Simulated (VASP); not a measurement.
# CuAu (P4mm) in VASP: single point with PBEsol

Aim: the single point of CuAu with PBEsol.

Program: VASP 6.6.1. These are calculated values, not measurements. Logs are shortened: lines on timing, memory, paths and dates and some standing lists are left out, and cuts for length are marked.

## Step 1: The cell of the first run

Symmetry: P4mm, No. 99, tetragonal system. The conventional cell has a = 2.905 Å, b = 2.905 Å, c = 3.698 Å, α = 90.00°, β = 90.00°, γ = 90.00°. Cu (site symmetry 4mm) has 8 Au at 2.46 to 3.12 Å and 4 Cu at 2.91 Å within 3.2 Å. Au (site symmetry 4mm) has 8 Cu at 2.46 to 3.12 Å and 4 Au at 2.91 Å within 3.2 Å.

## Step 2: Single point, PBEsol (strained and its atoms moved)

INCAR

```
PREC = Accurate
ENCUT = 520
EDIFF = 1E-6
ISMEAR = 0
SIGMA = 0.1
LREAL = F
LASPH = T
NELM = 80
ALGO = Fast
ISIF = 2
LWAVE = F
LCHARG = F
GGA = PS
NBANDS = 18
```

KPOINTS

```
regular mesh
0
Gamma
  16 16 12
```

POSCAR

```
CuAu
1.0
    2.9052240000      0.0000000000      0.0000000000
    0.0000000000      2.9052240000      0.0000000000
    0.0000000000      0.0000000000      3.6978186000
Cu Au
1 1
Direct
    0.5000000000      0.5000000000      0.5681198910
    0.0000000000      0.0000000000     -0.0681198910
```

Potentials or basis: VASP PAW PBE potentials, release 64 (Cu, Au).

The run is started by

```console
$ cat potpaw_PBE.64/Cu/POTCAR potpaw_PBE.64/Au/POTCAR > POTCAR
$ mpirun -np 1 vasp_std > vasp.out
```

OUTCAR:

```text
PREC = Accurate
   ENCUT = 520
   EDIFF = 1E-6
   ISMEAR = 0
   LREAL = F
   LASPH = T
   NELM = 80
   ISIF = 2
   GGA = PS

 ion  position               nearest neighbor table
   1  0.500  0.500  0.568-   2 2.46   2 2.46   2 2.46   2 2.46   2 3.12   2 3.12   2 3.12   2 3.12

   2  0.000  0.000  0.932-   1 2.46   1 2.46   1 2.46   1 2.46   1 3.12   1 3.12   1 3.12   1 3.12

  LATTYP: Found a simple tetragonal cell.
 ALAT       =     2.9052240000
 C/A-ratio  =     1.2728170358

  Lattice vectors:

 A1 = (   2.9052240000,   0.0000000000,   0.0000000000)
 A2 = (   0.0000000000,   2.9052240000,   0.0000000000)
 A3 = (   0.0000000000,   0.0000000000,   3.6978186000)

Analysis of symmetry for initial positions (statically):
=====================================================================
 Subroutine PRICEL returns:
 Original cell was already a primitive cell.

 Routine SETGRP: Setting up the symmetry group for a
 simple tetragonal supercell.

 Subroutine GETGRP returns: Found  8 space group operations
 (whereof  8 operations were pure point group operations)
 out of a pool of 16 trial point group operations.

The static configuration has the point symmetry C_4v.

Analysis of symmetry for dynamics (positions and initial velocities):
=====================================================================
 Subroutine PRICEL returns:
 Original cell was already a primitive cell.

 Routine SETGRP: Setting up the symmetry group for a
 simple tetragonal supercell.

 Subroutine GETGRP returns: Found  8 space group operations
 (whereof  8 operations were pure point group operations)
 out of a pool of 16 trial point group operations.

The dynamic configuration has the point symmetry C_4v.

 Subroutine INISYM returns: Found  8 space group operations
 (whereof  8 operations are pure point group operations),
 and found     1 'primitive' translations

----------------------------------------------------------------------------------------

                                     Primitive cell

  volume of cell :      31.2108

  direct lattice vectors                    reciprocal lattice vectors
     2.905224000  0.000000000  0.000000000     0.344207538  0.000000000  0.000000000
     0.000000000  2.905224000  0.000000000     0.000000000  0.344207538  0.000000000
     0.000000000  0.000000000  3.697818600     0.000000000  0.000000000  0.270429707

  length of vectors
     2.905224000  2.905224000  3.697818600     0.344207538  0.344207538  0.270429707

  position of ions in fractional coordinates (direct lattice)
[... 75 lines left out ...]
   LSORBIT =      F    spin-orbit coupling
   LASPH  =      T    aspherical Exc in radial PAW
   ENCUT  =  520.0 eV  38.22 Ry    6.18 a.u.   5.40  5.40  6.88*2*pi/ulx,y,z
   NELM   =     80;   NELMIN=  2; NELMDL= -5     # of ELM steps
   EDIFF  = 0.1E-05   stopping-criterion for ELM
   LREAL  =      F    real-space projection
   EDIFFG = 0.1E-04   stopping-criterion for IOM
   NSW    =      0    number of steps for IOM
   IBRION =     -1    ionic relax: 0-MD 1-quasi-New 2-CG
   NFREE  =      0    steps in history (QN), initial steepest desc. (CG)
   ISIF   =      2    stress and relaxation
   ISYM   =      2    0-nonsym 1-usesym 2-fastsym
   POTIM  = 0.5000    time-step for ionic-motion
   TEBEG  =    0.0;   TEEND  =   0.0 temperature during run
   PSTRESS=    0.0 pullay stress
   NELECT =      22.0000    total number of electrons
   NUPDOWN=      -1.0000    fix difference up-down
   EMIN   =  10.00;   EMAX   =-10.00  energy-range for DOS
   EFERMI =   0.00;   METHOD = LEGACY
   ISMEAR =     0;   SIGMA  =   0.10  broadening in eV -4-tet -1-fermi 0-gaus
   EFERMI_NEDOS =   21; number of points for ismear=-14 and -15
   IALGO  =     68    algorithm
   IMIX   =      4    mixing-type and parameters
     AMIX     =   0.40;   BMIX     =  1.00
     AMIX_MAG =   1.60;   BMIX_MAG =  1.00
  volume/ion in A,a.u.               =      15.61       105.31
  Fermi-wavevector in a.u.,A,eV,Ry     =   1.456959  2.753254 28.881503  2.122731
  Thomas-Fermi vector in A             =   2.573817
   LORBIT       =      0    0 simple, 1 ext, 2 COOP (PROOUT), +10 PAW based schemes
   GGA     = PS    functional components
   LHFCALC =     F    Hartree Fock is set to
   AEXX    =    0.0000 exact exchange contribution
   IVDW    =     0    specifies the selected vdW correction
   LEPSILON=     F    determine dielectric tensor
   LRPA    =     F    only Hartree local field effects (RPA)
 non-spin polarized calculation
 RMM-DIIS sequential band-by-band and
 Gauss-broadening in eV      SIGMA  =   0.10
  energy-cutoff  :      520.00
  volume of cell :       31.21
 maximum number of plane-waves:       862
 NGX is ok and might be reduce to    24
   NGX = 11   NGY = 11   NGZ = 13

 number of electron      22.0000002 magnetization

 Free energy of the ion-electron system (eV)
  ---------------------------------------------------
  ext. energy  EPLUGINS =         0.00000000
  ---------------------------------------------------
  free energy    TOTEN  =        -7.65843718 eV

  energy without entropy =       -7.65613582  energy(sigma->0) =       -7.65728650

 E-fermi :   7.6199     XC(G=0): -12.3346

 val. band max:        7.6074628374   @ k =   0.4375   0.4375   0.0833
 cond. band min:       7.6241283685   @ k =   0.4375   0.0625   0.5000
 fundamental gap:      0.0166655311
 Fermi energy:         7.6198999703

 k-point     1 :       0.0000    0.0000    0.0000
  band No.  band energies     occupation
      1      -1.7472      2.00000
      2       1.1105      2.00000
      3       1.5868      2.00000
      4       3.6385      2.00000
      5       3.6385      2.00000
      6       4.0241      2.00000
[... 481 lines left out ...]
      5       3.4971      2.00000
      6       4.2669      2.00000
[... 10 lines left out ...]
     17      20.9666      0.00000
     18      21.7929      0.00000

 [... further k-points ...]
[... 5 lines left out ...]
  --------------------------------------------------------------------------------------
  -------------------------------------------------------------------------------------
  Total        1.2251443      1.2251443      0.0205822      0.0000000      0.0000000      0.0000000
  in kB       62.8916463     62.8916463      1.0565675      0.0000000      0.0000000      0.0000000
  external PRESSURE =      42.2799533 kB  Pullay stress =       0.0000000 kB

 VOLUME and BASIS-vectors are now :
 -----------------------------------------------------------------------------
  energy-cutoff  :      520.00
  volume of cell :       31.21
      direct lattice vectors                 reciprocal lattice vectors
     2.905224000  0.000000000  0.000000000     0.344207538  0.000000000  0.000000000
     0.000000000  2.905224000  0.000000000     0.000000000  0.344207538  0.000000000
     0.000000000  0.000000000  3.697818600     0.000000000  0.000000000  0.270429707

 POSITION                                       TOTAL-FORCE (eV/Angst)
 -----------------------------------------------------------------------------------
      1.45261      1.45261      2.10080        -0.000000     -0.000000     -2.500840
      0.00000      0.00000      3.44592         0.000000      0.000000      2.500840
 -----------------------------------------------------------------------------------
    total drift:                                0.000000     -0.000000      0.003965

  FREE ENERGIE OF THE ION-ELECTRON SYSTEM (eV)
  ---------------------------------------------------
  free  energy   TOTEN  =        -7.6584371848 eV

  energy  without entropy=       -7.6561358162  energy(sigma->0) =       -7.65728650
```

It took 1.8 min on 1 thread of AMD EPYC 9R45 (Zen 5), shared host; peak memory 0.27 GiB.

Results:

* Free energy: -7.6584 eV
* Pressure: 4.2 GPa
* Largest force: 2.501 eV/Å
* Band gap on the k mesh: zero (band 11 reaches 11.82 eV, above the bottom of band 12 at 6.07 eV)

Forces on the atoms (eV/Å):
```
Cu   0.000  0.000 -2.501
Au   0.000  0.000  2.501
```

Stress tensor (GPa, compression positive):
```
6.29 0.00 0.00
0.00 6.29 0.00
0.00 0.00 0.11
```

Levels at points of the mesh, in eV from the Fermi level:
```
           k point  band 9  band 10  band 11  band 12  band 13  band 14
(0.00, 0.00, 0.00)   -1.67    -1.67    -1.42     3.70     6.97     9.35
(0.50, 0.00, 0.00)   -1.67    -1.67    -1.02    -0.56     7.57     8.17
(0.50, 0.50, 0.00)   -1.77    -1.73     0.67     0.67     4.44     6.14
(0.00, 0.00, 0.50)   -2.19    -2.19    -1.56    -1.55    12.65    12.65
(0.50, 0.00, 0.50)   -1.33    -1.29    -0.78    -0.64     2.24     3.93
(0.50, 0.50, 0.50)   -1.96    -1.73     4.20     4.20     4.97     5.31
```

Caveat: the cell differs from its parent crystal (strained and its atoms moved); the PAW data sets were made with another functional, which shifts forces and pressure a little; spin-orbit coupling is left out, which moves the levels of the heavy elements.
